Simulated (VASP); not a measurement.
# ZnS (F-43m) in VASP: single point with r2SCAN

Aim: the single point of ZnS with r2SCAN.

Everything below comes from runs of VASP 6.6.1. Logs are shortened: lines on timing, memory, paths and dates and some standing lists are left out, and cuts for length are marked.

## Step 1: The cell of the first run

The structure is cubic, space group F-43m (No. 216). Conventional cell: a = 5.491 Å, b = 5.491 Å, c = 5.491 Å, α = 90.00°, β = 90.00°, γ = 90.00°. Within 3.1 Å of Zn (site symmetry -43m) lie 4 S at 2.38 Å. S (site symmetry -43m) has 4 Zn at 2.38 Å within 3.1 Å.

## Step 2: Single point, r2SCAN

Input file POSCAR:

```
ZnS
1.0
    0.0000000000      2.7457320000      2.7457320000
    2.7457320000      0.0000000000      2.7457320000
    2.7457320000      2.7457320000      0.0000000000
Zn S
1 1
Direct
    0.2500000000      0.2500000000      0.2500000000
    0.0000000000      0.0000000000      0.0000000000
```

Input file INCAR.step1:

```
SYSTEM = ZnS
ALGO     = Normal         ! electronic algorithm
EDIFF    = 1E-4           ! SCF threshold, eV
ENCUT    = 520            ! plane-wave cutoff, eV
GGA      = PE             ! functional
ISMEAR   = -1             ! smearing method
LASPH    = .TRUE.         ! aspherical terms in the spheres
LCHARG   = .FALSE.        ! write CHGCAR
LREAL    = .FALSE.        ! projectors in reciprocal space
LWAVE    = .TRUE.         ! write WAVECAR
NBANDS   = 16             ! bands
NELM     = 80             ! most SCF steps
PREC     = Accurate       ! precision mode
SIGMA    = 0.1            ! smearing width, eV
```

Input file INCAR.step2:

```
SYSTEM = ZnS
ALGO     = Normal         ! electronic algorithm
EDIFF    = 1E-6           ! SCF threshold, eV
ENCUT    = 520            ! plane-wave cutoff, eV
ISIF     = 2              ! what is computed and relaxed
ISMEAR   = -1             ! smearing method
ISTART   = 1            
LASPH    = .TRUE.         ! aspherical terms in the spheres
LCHARG   = .TRUE.         ! write CHGCAR
LELF     = .TRUE.         ! ELF
LMIXTAU  = .TRUE.       
LREAL    = .FALSE.        ! projectors in reciprocal space
LVHAR    = .TRUE.       
LWAVE    = .FALSE.        ! write WAVECAR
METAGGA  = R2SCAN         ! meta-GGA
NBANDS   = 16             ! bands
NELM     = 80             ! most SCF steps
PREC     = Accurate       ! precision mode
SIGMA    = 0.1            ! smearing width, eV
```

Input file KPOINTS:

```
k-points
0
G
  8 8 8
  0 0 0
```

Potentials or basis: VASP PAW PBE potentials, release 64 (Zn, S).

Command:

```sh
$ cat potpaw_PBE.64/Zn/POTCAR potpaw_PBE.64/S/POTCAR > POTCAR
$ cp INCAR.step1 INCAR
$ mpirun -np 1 vasp_std > vasp.out
$ cp INCAR.step2 INCAR
$ mpirun -np 1 vasp_std > vasp.out
```

OUTCAR:

```text
SYSTEM = ZnS
   EDIFF = 1E-6
   ENCUT = 520
   ISIF = 2
   ISMEAR = -1
   ISTART = 1
   LASPH = .TRUE.
   LREAL = .FALSE.
   METAGGA = R2SCAN
   NELM = 80
   PREC = Accurate

 ion  position               nearest neighbor table
   1  0.250  0.250  0.250-   2 2.38   2 2.38   2 2.38   2 2.38
   2  0.000  0.000  0.000-   1 2.38   1 2.38   1 2.38   1 2.38

  LATTYP: Found a face centered cubic cell.
 ALAT       =     5.4914640000

  Lattice vectors:

 A1 = (   0.0000000000,   2.7457320000,   2.7457320000)
 A2 = (   2.7457320000,   0.0000000000,   2.7457320000)
 A3 = (   2.7457320000,   2.7457320000,   0.0000000000)

Analysis of symmetry for initial positions (statically):
=====================================================================
 Subroutine PRICEL returns:
 Original cell was already a primitive cell.

 Routine SETGRP: Setting up the symmetry group for a
 face centered cubic supercell.

 Subroutine GETGRP returns: Found 24 space group operations
 (whereof 24 operations were pure point group operations)
 out of a pool of 48 trial point group operations.

The static configuration has the point symmetry T_d .

Analysis of symmetry for dynamics (positions and initial velocities):
=====================================================================
 Subroutine PRICEL returns:
 Original cell was already a primitive cell.

 Routine SETGRP: Setting up the symmetry group for a
 face centered cubic supercell.

 Subroutine GETGRP returns: Found 24 space group operations
 (whereof 24 operations were pure point group operations)
 out of a pool of 48 trial point group operations.

The dynamic configuration has the point symmetry T_d .

 Subroutine INISYM returns: Found 24 space group operations
 (whereof 24 operations are pure point group operations),
 and found     1 'primitive' translations

----------------------------------------------------------------------------------------

                                     Primitive cell

  volume of cell :      41.4004

  direct lattice vectors                    reciprocal lattice vectors
     0.000000000  2.745732000  2.745732000    -0.182100802  0.182100802  0.182100802
     2.745732000  0.000000000  2.745732000     0.182100802 -0.182100802  0.182100802
     2.745732000  2.745732000  0.000000000     0.182100802  0.182100802 -0.182100802

  length of vectors
     3.883051433  3.883051433  3.883051433     0.315407842  0.315407842  0.315407842

  position of ions in fractional coordinates (direct lattice)
     0.250000000  0.250000000  0.250000000
     0.000000000  0.000000000  0.000000000

  ion indices of the primitive-cell ions
   primitive index   ion index
                 1           1
                 2           2

----------------------------------------------------------------------------------------

 KPOINTS: k-points

Automatic generation of k-mesh.
 Grid dimensions read from file:
 generate k-points for:    8    8    8

 Generating k-lattice:

  Cartesian coordinates                     Fractional coordinates (reciprocal lattice)
    -0.022762600  0.022762600  0.022762600     0.125000000  0.000000000  0.000000000
     0.022762600 -0.022762600  0.022762600     0.000000000  0.125000000  0.000000000
     0.022762600  0.022762600 -0.022762600     0.000000000  0.000000000  0.125000000

  Length of vectors
     0.039425980  0.039425980  0.039425980

  Shift w.r.t. Gamma in fractional coordinates (k-lattice)
     0.000000000  0.000000000  0.000000000

 Subroutine IBZKPT returns following result:
 ===========================================

 Found     29 irreducible k-points:

 Following reciprocal coordinates:
            Coordinates               Weight
  0.000000  0.000000  0.000000      1.000000
  0.125000  0.000000  0.000000      8.000000
  0.250000  0.000000  0.000000      8.000000
  0.375000  0.000000  0.000000      8.000000
  0.500000  0.000000  0.000000      4.000000
  0.125000  0.125000  0.000000      6.000000
[... 16 lines left out ...]
  0.500000  0.250000  0.125000     48.000000
 -0.375000  0.250000  0.125000     24.000000
 [... further k-points ...]
   k-points           NKPTS =     29   k-points in BZ     NKDIM =     29   number of bands    NBANDS=     16
   number of dos      NEDOS =    301   number of ions     NIONS =      2
   total plane-waves  NPLWV =  27000
   dimension x,y,z NGX =    30 NGY =   30 NGZ =   30
   dimension x,y,z NGXF=    60 NGYF=   60 NGZF=   60
   ions per type =               1   1
   NGX,Y,Z   is equivalent  to a cutoff of  12.84, 12.84, 12.84 a.u.
   NGXF,Y,Z  is equivalent  to a cutoff of  25.69, 25.69, 25.69 a.u.
 SYSTEM =  ZnS
   PREC   = accura    normal or accurate (medium, high low for compatibility)
   ISTART =      1    job   : 0-new  1-cont  2-samecut
   ICHARG =      0    charge: 1-file 2-atom 10-const
   ISPIN  =      1    spin polarized calculation?
   LNONCOLLINEAR =      F non collinear calculations
   LSORBIT =      F    spin-orbit coupling
   LASPH  =      T    aspherical Exc in radial PAW
   ENCUT  =  520.0 eV  38.22 Ry    6.18 a.u.   7.22  7.22  7.22*2*pi/ulx,y,z
   NELM   =     80;   NELMIN=  2; NELMDL=  0     # of ELM steps
   EDIFF  = 0.1E-05   stopping-criterion for ELM
   LREAL  =      F    real-space projection
   EDIFFG = 0.1E-04   stopping-criterion for IOM
   NSW    =      0    number of steps for IOM
   IBRION =     -1    ionic relax: 0-MD 1-quasi-New 2-CG
   NFREE  =      0    steps in history (QN), initial steepest desc. (CG)
   ISIF   =      2    stress and relaxation
   ISYM   =      2    0-nonsym 1-usesym 2-fastsym
   POTIM  = 0.5000    time-step for ionic-motion
   TEBEG  =    0.0;   TEEND  =   0.0 temperature during run
   PSTRESS=    0.0 pullay stress
   NELECT =      18.0000    total number of electrons
   NUPDOWN=      -1.0000    fix difference up-down
   EMIN   =  10.00;   EMAX   =-10.00  energy-range for DOS
   EFERMI =   0.00;   METHOD = LEGACY
   ISMEAR =    -1;   SIGMA  =   0.10  broadening in eV -4-tet -1-fermi 0-gaus
   EFERMI_NEDOS =   21; number of points for ismear=-14 and -15
   IALGO  =     38    algorithm
   IMIX   =      4    mixing-type and parameters
     AMIX     =   0.40;   BMIX     =  1.00
     AMIX_MAG =   1.60;   BMIX_MAG =  1.00
  volume/ion in A,a.u.               =      20.70       139.69
  Fermi-wavevector in a.u.,A,eV,Ry     =   1.240217  2.343669 20.927626  1.538137
  Thomas-Fermi vector in A             =   2.374667
   LORBIT       =      0    0 simple, 1 ext, 2 COOP (PROOUT), +10 PAW based schemes
   METAGGA = R2SCAN    functional components
   LHFCALC =     F    Hartree Fock is set to
   AEXX    =    0.0000 exact exchange contribution
   IVDW    =     0    specifies the selected vdW correction
   LEPSILON=     F    determine dielectric tensor
   LRPA    =     F    only Hartree local field effects (RPA)
 non-spin polarized calculation
  energy-cutoff  :      520.00
  volume of cell :       41.40
 maximum number of plane-waves:      1139
 NGX is ok and might be reduce to    30
   NGX = 15   NGY = 15   NGZ = 15

 number of electron      17.9999997 magnetization

 Free energy of the ion-electron system (eV)
  ---------------------------------------------------
  ext. energy  EPLUGINS =         0.00000000
  ---------------------------------------------------
  free energy    TOTEN  =       -18.83727533 eV

  energy without entropy =      -18.83727517  energy(sigma->0) =      -18.83727525

 E-fermi :   2.7301     XC(G=0): -10.0426

 val. band max:        1.3911380624   @ k =   0.0000   0.0000   0.0000
 cond. band min:       3.8436859911   @ k =   0.0000   0.0000   0.0000
 fundamental gap:      2.4525479287
 Fermi energy:         2.7300877594

 k-point     1 :       0.0000    0.0000    0.0000
  band No.  band energies     occupation
      1     -11.9486      2.00000
      2      -4.9293      2.00000
      3      -4.9293      2.00000
      4      -4.9293      2.00000
      5      -4.4439      2.00000
      6      -4.4439      2.00000
[... 8 lines left out ...]
     15      13.6381      0.00000
     16      13.6381      0.00000

 k-point     2 :       0.1250    0.0000    0.0000
  band No.  band energies     occupation
      1     -11.8391      2.00000
      2      -4.9216      2.00000
      3      -4.9094      2.00000
      4      -4.9093      2.00000
      5      -4.4452      2.00000
      6      -4.4452      2.00000
[... 8 lines left out ...]
     15      13.0446      0.00000
     16      14.4467      0.00000

 k-point     3 :       0.2500    0.0000    0.0000
  band No.  band energies     occupation
      1     -11.5548      2.00000
      2      -4.8651      2.00000
      3      -4.8650      2.00000
      4      -4.8583      2.00000
      5      -4.4424      2.00000
      6      -4.4423      2.00000
[... 8 lines left out ...]
     15      12.8510      0.00000
     16      14.0113      0.00000

 k-point     4 :       0.3750    0.0000    0.0000
  band No.  band energies     occupation
      1     -11.2358      2.00000
      2      -4.8286      2.00000
      3      -4.8286      2.00000
      4      -4.6294      2.00000
      5      -4.4283      2.00000
      6      -4.4282      2.00000
[... 8 lines left out ...]
     15      13.9773      0.00000
     16      13.9773      0.00000

 k-point     5 :       0.5000    0.0000    0.0000
  band No.  band energies     occupation
      1     -11.0908      2.00000
      2      -4.8165      2.00000
      3      -4.8165      2.00000
      4      -4.4184      2.00000
      5      -4.4183      2.00000
      6      -4.2630      2.00000
[... 8 lines left out ...]
     15      15.3222      0.00000
     16      15.3222      0.00000

 k-point     6 :       0.1250    0.1250    0.0000
  band No.  band energies     occupation
      1     -11.8026      2.00000
      2      -4.9398      2.00000
      3      -4.8920      2.00000
      4      -4.8920      2.00000
      5      -4.4581      2.00000
      6      -4.4340      2.00000
[... 8 lines left out ...]
     15      13.8473      0.00000
     16      14.9363      0.00000
[... 267 lines left out ...]
 k-point    21 :       0.5000    0.5000    0.0000
  band No.  band energies     occupation
      1     -10.8031      2.00000
      2      -4.8876      2.00000
      3      -4.6075      2.00000
      4      -4.6075      2.00000
      5      -4.3760      2.00000
      6      -4.2472      2.00000
[... 8 lines left out ...]
     15      15.6770      0.00000
     16      16.4382      0.00000

 k-point    22 :       0.3750    0.2500    0.1250
  band No.  band energies     occupation
      1     -11.3331      2.00000
      2      -4.8789      2.00000
      3      -4.8001      2.00000
      4      -4.7705      2.00000
      5      -4.4627      2.00000
      6      -4.4102      2.00000
[... 8 lines left out ...]
     15      14.6859      0.00000
     16      16.8664      0.00000

 k-point    23 :       0.5000    0.2500    0.1250
  band No.  band energies     occupation
      1     -11.0675      2.00000
      2      -4.8088      2.00000
      3      -4.7680      2.00000
      4      -4.6083      2.00000
      5      -4.4268      2.00000
      6      -4.3765      2.00000
[... 8 lines left out ...]
     15      15.6440      0.00000
     16      16.2306      0.00000

 k-point    24 :      -0.3750    0.2500    0.1250
  band No.  band energies     occupation
      1     -10.9495      2.00000
      2      -4.7964      2.00000
      3      -4.7494      2.00000
      4      -4.4880      2.00000
      5      -4.4328      2.00000
      6      -4.2031      2.00000
[... 8 lines left out ...]
     15      15.3499      0.00000
     16      16.1612      0.00000

 [... further k-points ...]
[... 5 lines left out ...]
  --------------------------------------------------------------------------------------
  -------------------------------------------------------------------------------------
  Total       -1.0077743     -1.0077743     -1.0077743      0.0000000     -0.0000000      0.0000000
  in kB      -39.0004329    -39.0004329    -39.0004329      0.0000000     -0.0000000      0.0000000
  external PRESSURE =     -39.0004329 kB  Pullay stress =       0.0000000 kB

 VOLUME and BASIS-vectors are now :
 -----------------------------------------------------------------------------
  energy-cutoff  :      520.00
  volume of cell :       41.40
      direct lattice vectors                 reciprocal lattice vectors
     0.000000000  2.745732000  2.745732000    -0.182100802  0.182100802  0.182100802
     2.745732000  0.000000000  2.745732000     0.182100802 -0.182100802  0.182100802
     2.745732000  2.745732000  0.000000000     0.182100802  0.182100802 -0.182100802

 POSITION                                       TOTAL-FORCE (eV/Angst)
 -----------------------------------------------------------------------------------
      1.37287      1.37287      1.37287        -0.000000      0.000000      0.000000
      0.00000      0.00000      0.00000         0.000000     -0.000000     -0.000000
 -----------------------------------------------------------------------------------
    total drift:                               -0.000017     -0.000017     -0.000017

  FREE ENERGIE OF THE ION-ELECTRON SYSTEM (eV)
  ---------------------------------------------------
  free  energy   TOTEN  =       -18.8372753304 eV

  energy  without entropy=      -18.8372751713  energy(sigma->0) =      -18.83727525
```

Wall time 2.4 min (1 thread of AMD EPYC 7R13, shared host); peak memory 0.15 GiB.

Results:

```
Free energy            : -18.8373 eV
Pressure               : -3.9 GPa
Band gap on the k mesh : 2.45 eV, direct
```

Caveat: the PAW data sets were made with another functional, which shifts forces and pressure a little. r2SCAN opens gaps a little over a GGA but as a rule still falls short of measured ones.
